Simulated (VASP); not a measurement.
# Pt (Fm-3m) in VASP: a series of runs

Pt is run at these levels: r2SCAN; tasks: single point.

Program: VASP 6.6.1. These are calculated values, not measurements. Logs are shortened: lines on timing, memory, paths and dates and some standing lists are left out, and cuts for length are marked.

## (1) The cell of the first run

The structure is cubic, space group Fm-3m (No. 225). The conventional cell has a = 3.922 Å, b = 3.922 Å, c = 3.922 Å, α = 90.00°, β = 90.00°, γ = 90.00°. Within 3.7 Å of Pt (site symmetry m-3m) lie 12 Pt at 2.77 Å.

## (2) Single point, r2SCAN

The input, POSCAR:

```
Pt
1.0
    0.0000000000      1.9609000000      1.9609000000
    1.9609000000      0.0000000000      1.9609000000
    1.9609000000      1.9609000000      0.0000000000
Pt
1
Direct
    0.0000000000      0.0000000000      0.0000000000
```

The input, INCAR.step1:

```
ALGO = Normal ; EDIFF = 1E-4
ENCUT = 520 ; GGA = PE
ISMEAR = 0 ; LASPH = T
LCHARG = F ; LREAL = F
LWAVE = T ; NBANDS = 11
NELM = 60 ; PREC = Accurate
SIGMA = 0.1
```

The input, INCAR.step2:

```
ALGO = Normal ; EDIFF = 1E-6
ENCUT = 520 ; ISIF = 2
ISMEAR = 0 ; ISTART = 1
LASPH = T ; LCHARG = T
LELF = T ; LMIXTAU = T
LREAL = F ; LVHAR = T
LWAVE = F ; METAGGA = R2SCAN
NBANDS = 11 ; NELM = 60
PREC = Accurate ; SIGMA = 0.1
```

The input, KPOINTS:

```
k-points
0
Gamma
  8 8 8
```

Potentials or basis: VASP PAW PBE potentials, release 64 (Pt).

On the command line:

```sh
$ cat potpaw_PBE.64/Pt/POTCAR > POTCAR
$ cp INCAR.step1 INCAR
$ mpirun -np 1 vasp_std > vasp.out
$ cp INCAR.step2 INCAR
$ mpirun -np 1 vasp_std > vasp.out
```

OUTCAR:

```text
EDIFF = 1E-6
   ENCUT = 520
   ISIF = 2
   ISMEAR = 0
   ISTART = 1
   LASPH = T
   LREAL = F
   METAGGA = R2SCAN
   NELM = 60
   PREC = Accurate

 ion  position               nearest neighbor table
   1  0.000  0.000  0.000-

  LATTYP: Found a face centered cubic cell.
 ALAT       =     3.9218000000

  Lattice vectors:

 A1 = (   0.0000000000,   1.9609000000,   1.9609000000)
 A2 = (   1.9609000000,   0.0000000000,   1.9609000000)
 A3 = (   1.9609000000,   1.9609000000,   0.0000000000)

Analysis of symmetry for initial positions (statically):
=====================================================================
 Subroutine PRICEL returns:
 Original cell was already a primitive cell.

 Routine SETGRP: Setting up the symmetry group for a
 face centered cubic supercell.

 Subroutine GETGRP returns: Found 48 space group operations
 (whereof 48 operations were pure point group operations)
 out of a pool of 48 trial point group operations.

The static configuration has the point symmetry O_h .

Analysis of symmetry for dynamics (positions and initial velocities):
=====================================================================
 Subroutine PRICEL returns:
 Original cell was already a primitive cell.

 Routine SETGRP: Setting up the symmetry group for a
 face centered cubic supercell.

 Subroutine GETGRP returns: Found 48 space group operations
 (whereof 48 operations were pure point group operations)
 out of a pool of 48 trial point group operations.

The dynamic configuration has the point symmetry O_h .

 Subroutine INISYM returns: Found 48 space group operations
 (whereof 48 operations are pure point group operations),
 and found     1 'primitive' translations

----------------------------------------------------------------------------------------

                                     Primitive cell

  volume of cell :      15.0798

  direct lattice vectors                    reciprocal lattice vectors
     0.000000000  1.960900000  1.960900000    -0.254984956  0.254984956  0.254984956
     1.960900000  0.000000000  1.960900000     0.254984956 -0.254984956  0.254984956
     1.960900000  1.960900000  0.000000000     0.254984956  0.254984956 -0.254984956

  length of vectors
     2.773131374  2.773131374  2.773131374     0.441646899  0.441646899  0.441646899

  position of ions in fractional coordinates (direct lattice)
     0.000000000  0.000000000  0.000000000

  ion indices of the primitive-cell ions
   primitive index   ion index
                 1           1

----------------------------------------------------------------------------------------

 KPOINTS: k-points

Automatic generation of k-mesh.
 Grid dimensions read from file:
 generate k-points for:    8    8    8

 Generating k-lattice:

  Cartesian coordinates                     Fractional coordinates (reciprocal lattice)
    -0.031873119  0.031873119  0.031873119     0.125000000  0.000000000  0.000000000
     0.031873119 -0.031873119  0.031873119     0.000000000  0.125000000  0.000000000
     0.031873119  0.031873119 -0.031873119     0.000000000  0.000000000  0.125000000

  Length of vectors
     0.055205862  0.055205862  0.055205862

  Shift w.r.t. Gamma in fractional coordinates (k-lattice)
     0.000000000  0.000000000  0.000000000

 Subroutine IBZKPT returns following result:
 ===========================================

 Found     29 irreducible k-points:

 Following reciprocal coordinates:
            Coordinates               Weight
  0.000000  0.000000  0.000000      1.000000
  0.125000  0.000000  0.000000      8.000000
  0.250000  0.000000  0.000000      8.000000
  0.375000  0.000000  0.000000      8.000000
  0.500000  0.000000  0.000000      4.000000
  0.125000  0.125000  0.000000      6.000000
[... 16 lines left out ...]
  0.500000  0.250000  0.125000     48.000000
 -0.375000  0.250000  0.125000     24.000000
 [... further k-points ...]
   k-points           NKPTS =     29   k-points in BZ     NKDIM =     29   number of bands    NBANDS=     11
   number of dos      NEDOS =    301   number of ions     NIONS =      1
   total plane-waves  NPLWV =  13824
   dimension x,y,z NGX =    24 NGY =   24 NGZ =   24
   dimension x,y,z NGXF=    48 NGYF=   48 NGZF=   48
   ions per type =               1
   NGX,Y,Z   is equivalent  to a cutoff of  14.39, 14.39, 14.39 a.u.
   NGXF,Y,Z  is equivalent  to a cutoff of  28.78, 28.78, 28.78 a.u.
 SYSTEM =  unknown system
   PREC   = accura    normal or accurate (medium, high low for compatibility)
   ISTART =      1    job   : 0-new  1-cont  2-samecut
   ICHARG =      0    charge: 1-file 2-atom 10-const
   ISPIN  =      1    spin polarized calculation?
   LNONCOLLINEAR =      F non collinear calculations
   LSORBIT =      F    spin-orbit coupling
   LASPH  =      T    aspherical Exc in radial PAW
   ENCUT  =  520.0 eV  38.22 Ry    6.18 a.u.   5.16  5.16  5.16*2*pi/ulx,y,z
   NELM   =     60;   NELMIN=  2; NELMDL=  0     # of ELM steps
   EDIFF  = 0.1E-05   stopping-criterion for ELM
   LREAL  =      F    real-space projection
   EDIFFG = 0.1E-04   stopping-criterion for IOM
   NSW    =      0    number of steps for IOM
   IBRION =     -1    ionic relax: 0-MD 1-quasi-New 2-CG
   NFREE  =      0    steps in history (QN), initial steepest desc. (CG)
   ISIF   =      2    stress and relaxation
   ISYM   =      2    0-nonsym 1-usesym 2-fastsym
   POTIM  = 0.5000    time-step for ionic-motion
   TEBEG  =    0.0;   TEEND  =   0.0 temperature during run
   PSTRESS=    0.0 pullay stress
   NELECT =      10.0000    total number of electrons
   NUPDOWN=      -1.0000    fix difference up-down
   EMIN   =  10.00;   EMAX   =-10.00  energy-range for DOS
   EFERMI =   0.00;   METHOD = LEGACY
   ISMEAR =     0;   SIGMA  =   0.10  broadening in eV -4-tet -1-fermi 0-gaus
   EFERMI_NEDOS =   21; number of points for ismear=-14 and -15
   IALGO  =     38    algorithm
   IMIX   =      4    mixing-type and parameters
     AMIX     =   0.40;   BMIX     =  1.00
     AMIX_MAG =   1.60;   BMIX_MAG =  1.00
  volume/ion in A,a.u.               =      15.08       101.76
  Fermi-wavevector in a.u.,A,eV,Ry     =   1.427609  2.697791 27.729605  2.038068
  Thomas-Fermi vector in A             =   2.547760
   LORBIT       =      0    0 simple, 1 ext, 2 COOP (PROOUT), +10 PAW based schemes
   METAGGA = R2SCAN    functional components
   LHFCALC =     F    Hartree Fock is set to
   AEXX    =    0.0000 exact exchange contribution
   IVDW    =     0    specifies the selected vdW correction
   LEPSILON=     F    determine dielectric tensor
   LRPA    =     F    only Hartree local field effects (RPA)
 non-spin polarized calculation
 Gauss-broadening in eV      SIGMA  =   0.10
  energy-cutoff  :      520.00
  volume of cell :       15.08
 maximum number of plane-waves:       416
 NGX is ok and might be reduce to    24
   NGX = 11   NGY = 11   NGZ = 11

 number of electron      10.0000000 magnetization

 Free energy of the ion-electron system (eV)
  ---------------------------------------------------
  ext. energy  EPLUGINS =         0.00000000
  ---------------------------------------------------
  free energy    TOTEN  =       -51.48179904 eV

  energy without entropy =      -51.47341741  energy(sigma->0) =      -51.47760823

 E-fermi :  10.9360     XC(G=0): -14.6543

 val. band max:       10.9172345961   @ k =   0.5000   0.5000   0.0000
 cond. band min:      10.9363798753   @ k =  -0.2500   0.1250   0.0000
 fundamental gap:      0.0191452792
 Fermi energy:        10.9359916312

 k-point     1 :       0.0000    0.0000    0.0000
  band No.  band energies     occupation
      1       0.5081      2.00000
      2       7.0647      2.00000
      3       7.0647      2.00000
      4       7.0647      2.00000
      5       9.2272      2.00000
      6       9.2272      2.00000
      7      26.5029      0.00000
      8      31.6742      0.00000
      9      31.6742      0.00000
     10      31.6742      0.00000
     11      37.5664      0.00000

 k-point     2 :       0.1250    0.0000    0.0000
  band No.  band energies     occupation
      1       1.1442      2.00000
      2       6.8162      2.00000
      3       7.2916      2.00000
      4       7.2916      2.00000
      5       9.1269      2.00000
      6       9.1269      2.00000
      7      27.4139      0.00000
      8      29.1642      0.00000
      9      32.6354      0.00000
     10      32.6354      0.00000
     11      38.6017      0.00000

 k-point     3 :       0.2500    0.0000    0.0000
  band No.  band energies     occupation
      1       2.6203      2.00000
      2       6.7354      2.00000
      3       7.4355      2.00000
      4       7.4355      2.00000
      5       9.4373      2.00000
      6       9.4373      2.00000
      7      25.0923      0.00000
      8      28.2893      0.00000
      9      34.7465      0.00000
     10      34.7465      0.00000
     11      35.7954      0.00000

 k-point     4 :       0.3750    0.0000    0.0000
  band No.  band energies     occupation
      1       3.3881      2.00000
      2       7.1332      2.00000
      3       7.1332      2.00000
      4       8.5433      2.00000
      5      10.4453      2.00000
      6      10.4453      2.00000
      7      20.2820      0.00000
      8      26.8454      0.00000
      9      32.4336      0.00000
     10      32.4336      0.00000
     11      38.7685      0.00000
[... 239 lines left out ...]
 k-point    22 :       0.3750    0.2500    0.1250
  band No.  band energies     occupation
      1       3.9558      2.00000
      2       5.6989      2.00000
      3       7.0278      2.00000
      4       8.7904      2.00000
      5       8.8361      2.00000
      6      10.9875      0.46661
      7      25.2994      0.00000
      8      27.4820      0.00000
      9      29.9629      0.00000
     10      32.2900      0.00000
     11      36.4545      0.00000

 k-point    23 :       0.5000    0.2500    0.1250
  band No.  band energies     occupation
      1       4.7414      2.00000
      2       6.2317      2.00000
      3       6.5244      2.00000
      4       8.4510      2.00000
      5      10.2105      2.00000
      6      13.0304      0.00000
      7      20.8002      0.00000
      8      26.1105      0.00000
      9      28.1353      0.00000
     10      32.5313      0.00000
     11      36.5395      0.00000

 k-point    24 :      -0.3750    0.2500    0.1250
  band No.  band energies     occupation
      1       4.7424      2.00000
      2       6.0031      2.00000
      3       7.4562      2.00000
      4       8.1696      2.00000
      5      10.7756      1.97667
      6      15.6951      0.00000
      7      16.8390      0.00000
      8      26.4461      0.00000
      9      26.9296      0.00000
     10      31.2016      0.00000
     11      38.4384      0.00000

 [... further k-points ...]
[... 5 lines left out ...]
  --------------------------------------------------------------------------------------
  -------------------------------------------------------------------------------------
  Total        0.3746120      0.3746120      0.3746120      0.0000000     -0.0000000      0.0000000
  in kB       39.8011789     39.8011789     39.8011789      0.0000000     -0.0000000      0.0000000
  external PRESSURE =      39.8011789 kB  Pullay stress =       0.0000000 kB

 VOLUME and BASIS-vectors are now :
 -----------------------------------------------------------------------------
  energy-cutoff  :      520.00
  volume of cell :       15.08
      direct lattice vectors                 reciprocal lattice vectors
     0.000000000  1.960900000  1.960900000    -0.254984956  0.254984956  0.254984956
     1.960900000  0.000000000  1.960900000     0.254984956 -0.254984956  0.254984956
     1.960900000  1.960900000  0.000000000     0.254984956  0.254984956 -0.254984956

 POSITION                                       TOTAL-FORCE (eV/Angst)
 -----------------------------------------------------------------------------------
      0.00000      0.00000      0.00000        -0.000000     -0.000000     -0.000000
 -----------------------------------------------------------------------------------
    total drift:                                0.000000      0.000000     -0.000000

  FREE ENERGIE OF THE ION-ELECTRON SYSTEM (eV)
  ---------------------------------------------------
  free  energy   TOTEN  =       -51.4817990415 eV

  energy  without entropy=      -51.4734174121  energy(sigma->0) =      -51.47760823
```

Wall time 18 s (1 thread of Intel Xeon Platinum 8259CL at 2.50GHz (Skylake/Cascade Lake), shared host); peak memory 0.15 GiB.

Results:

- Free energy: -51.4818 eV
- Pressure: 4.0 GPa
- Band gap on the k mesh: zero (band 5 reaches 11.50 eV, above the bottom of band 6 at 9.13 eV)

Levels at points of the mesh, in eV from the Fermi level:
| k point | band 2 | band 3 | band 4 | band 5 | band 6 | band 7 | band 8 | band 9 |
| --- | --- | --- | --- | --- | --- | --- | --- | --- |
| (0.00, 0.00, 0.00) | -3.87 | -3.87 | -3.87 | -1.71 | -1.71 | 15.57 | 20.74 | 20.74 |
| (0.50, 0.00, 0.00) | -3.97 | -3.97 | -0.23 | 0.06 | 0.06 | 6.22 | 15.21 | 20.04 |
| (0.50, 0.50, 0.00) | -6.81 | -0.02 | 0.56 | 0.56 | 2.02 | 9.41 | 12.10 | 12.10 |

Caveat: the PAW data sets were made with another functional, which shifts forces and pressure a little; spin-orbit coupling is left out, which moves the levels of the heavy elements.

## (3) Single point, r2SCAN

This run uses another cell than the first one, of 15.29 Å³/atom, 1.014 times its volume.

The input, POSCAR:

```
Pt
1.0
    0.0000000000      1.9700946808      1.9700946808
    1.9700946808      0.0000000000      1.9700946808
    1.9700946808      1.9700946808      0.0000000000
Pt
1
Direct
    0.0000000000      0.0000000000      0.0000000000
```

The input, INCAR.step1:

```
PREC = Accurate ; ENCUT = 520
ISMEAR = 0 ; SIGMA = 0.1
LREAL = F ; LASPH = T
NELM = 60 ; NBANDS = 11
GGA = PE ; ALGO = Normal
EDIFF = 1E-4 ; LWAVE = T
LCHARG = F
```

The input, INCAR.step2:

```
PREC = Accurate ; ENCUT = 520
EDIFF = 1E-6 ; ISMEAR = 0
SIGMA = 0.1 ; LREAL = F
LASPH = T ; NELM = 60
ALGO = Normal ; ISIF = 2
LWAVE = F ; LCHARG = F
METAGGA = R2SCAN ; LMIXTAU = T
NBANDS = 11 ; ISTART = 1
```

The input, KPOINTS:

```
regular mesh
0
Gamma
  18 18 18
```

Potentials or basis: VASP PAW PBE potentials, release 64 (Pt).

On the command line:

```sh
$ cat potpaw_PBE.64/Pt/POTCAR > POTCAR
$ cp INCAR.step1 INCAR
$ mpirun -np 1 vasp_std > vasp.out
$ cp INCAR.step2 INCAR
$ mpirun -np 1 vasp_std > vasp.out
```

Run time: 74 s. Hardware: 1 thread of Intel Xeon Platinum 8259CL at 2.50GHz (Skylake/Cascade Lake), shared host; peak memory 0.17 GiB.

It converged, with:

```
Free energy            : -51.5017 eV
Pressure               : 0.7 GPa
Band gap on the k mesh : zero (band 5 reaches 11.26 eV, above the bottom of band 6 at 8.94 eV)
```

Levels at points of the mesh, in eV from the Fermi level:
```
           k point  band 3  band 4  band 5  band 6  band 7  band 8
(0.00, 0.00, 0.00)   -3.83   -3.83   -1.72   -1.72   15.52   20.61
(0.50, 0.00, 0.00)   -3.93   -0.25    0.02    0.02    6.05   15.16
(0.50, 0.50, 0.00)   -0.06    0.51    0.51    1.97    9.19   11.98
```

Caveat: the PAW data sets were made with another functional, which shifts forces and pressure a little; spin-orbit coupling is left out, which moves the levels of the heavy elements.

## (4) Single point, r2SCAN

This run uses another cell than the first one, of 15.33 Å³/atom, 1.017 times its volume.

The input, POSCAR:

```
Pt
1.0
    0.0000000000      1.9718704549      1.9718704549
    1.9718704549      0.0000000000      1.9718704549
    1.9718704549      1.9718704549      0.0000000000
Pt
1
Direct
    0.0000000000      0.0000000000      0.0000000000
```

The input, INCAR.step1:

```
ALGO = Normal
EDIFF = 1E-4
ENCUT = 520
GGA = PE
ISMEAR = -1
LASPH = True
LCHARG = False
LREAL = False
LWAVE = True
NBANDS = 11
NELM = 60
PREC = Accurate
SIGMA = 0.15
```

The input, INCAR.step2:

```
ALGO = Normal
EDIFF = 1E-6
ENCUT = 520
ISIF = 2
ISMEAR = -1
ISTART = 1
LASPH = True
LCHARG = False
LMIXTAU = True
LREAL = False
LWAVE = False
METAGGA = R2SCAN
NBANDS = 11
NELM = 60
PREC = Accurate
SIGMA = 0.15
```

The input, KPOINTS:

```
k-points
0
Gamma
  20 20 20
```

On the command line:

```sh
$ cat potpaw_PBE.64/Pt/POTCAR > POTCAR
$ cp INCAR.step1 INCAR
$ mpirun -np 1 vasp_std > vasp.out
$ cp INCAR.step2 INCAR
$ mpirun -np 1 vasp_std > vasp.out
```

It took 80 s on 1 thread of Intel Xeon Platinum 8375C at 2.90GHz (Ice Lake), shared host; peak memory 0.18 GiB.

The run converged. Its results:

| Quantity | Value |
| --- | --- |
| Free energy | -51.5604 eV |
| Pressure | 0.7 GPa |
| Band gap on the k mesh | zero (band 5 reaches 11.21 eV, above the bottom of band 6 at 8.89 eV) |

Levels at points of the mesh, in eV from the Fermi level:
```tsv
k point	band 2	band 3	band 4	band 5	band 6	band 7	band 8	band 9
(0.00, 0.00, 0.00)	-3.83	-3.83	-3.83	-1.73	-1.73	15.50	20.58	20.58
(0.50, 0.00, 0.00)	-3.93	-3.93	-0.26	0.00	0.00	6.01	15.14	19.82
(0.50, 0.50, 0.00)	-6.71	-0.08	0.48	0.48	1.96	9.14	11.95	11.95
```

Caveat: the PAW data sets were made with another functional, which shifts forces and pressure a little; spin-orbit coupling is left out, which moves the levels of the heavy elements.

## (5) Overview

| cell | k mesh | smearing | gap on the mesh (eV) | pressure (GPa) |
| --- | --- | --- | --- | --- |
| a = 2.773 Å, angles 60.0°, 1 atom | 8 × 8 × 8 | gaussian 0.1 eV | none | 4.0 |
| a = 2.786 Å, angles 60.0°, 1 atom | 18 × 18 × 18 | gaussian 0.1 eV | none | 0.7 |
| a = 2.789 Å, angles 60.0°, 1 atom | 20 × 20 × 20 | fermi-dirac 0.15 eV | none | 0.7 |

Alike in all rows: task single point; level r2SCAN; potentials or basis VASP PAW PBE potentials, release 64 (Pt); no spin polarisation; cutoff (eV) 520.

Caveats: the PAW data sets were made with another functional, which shifts forces and pressure a little; spin-orbit coupling is left out, which moves the levels of the heavy elements.

Total energies depend on the potentials used, so only differences within one code and one set of settings carry meaning.
